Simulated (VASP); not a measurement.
A run of VASP 6.6.1:

Contents of POSCAR:

```
MgO
1.0
    0.0000000000      2.1021674168      2.1624996217
    2.1021674168      0.0000000000      2.1624996217
    2.1021674168      2.1021674168      0.0000000000
Mg O
1 1
Direct
    0.0000000000      0.0000000000      0.0000000000
    0.5000000000      0.5000000000      0.5000000000
```

INCAR.step1

```
SYSTEM = MgO
PREC = Accurate
ENCUT = 520
ISMEAR = 0
SIGMA = 0.01
LREAL = .False.
LASPH = .True.
NELM = 80
NBANDS = 11
GGA = PE
ALGO = Normal
EDIFF = 1E-4
LWAVE = .True.
LCHARG = .False.
```

Contents of INCAR.step2:

```
SYSTEM = MgO
PREC = Accurate
ENCUT = 520
EDIFF = 1E-6
ISMEAR = 0
SIGMA = 0.01
LREAL = .False.
LASPH = .True.
NELM = 80
ALGO = Normal
ISIF = 2
LWAVE = .False.
LCHARG = .False.
METAGGA = R2SCAN
LMIXTAU = .True.
NBANDS = 11
ISTART = 1
```

KPOINTS

```
Automatic mesh
0
Gamma
  10 10 10
  0 0 0
```

Potentials or basis: VASP PAW PBE potentials, release 64 (Mg, O).

Run with:

```console
$ cat potpaw_PBE.64/Mg/POTCAR potpaw_PBE.64/O/POTCAR > POTCAR
$ cp INCAR.step1 INCAR
$ mpirun -np 1 vasp_std > vasp.out
$ cp INCAR.step2 INCAR
$ mpirun -np 1 vasp_std > vasp.out
```

Hardware: 1 thread of Intel(R) Xeon(R) Platinum 8488C (Sapphire Rapids), on a shared host.

Q: How long does it take, and how much memory?

A: Run time: 34 s on 1 thread of Intel(R) Xeon(R) Platinum 8488C (Sapphire Rapids) (shared host), peak memory 0.16 GiB. Counts: k points 102.
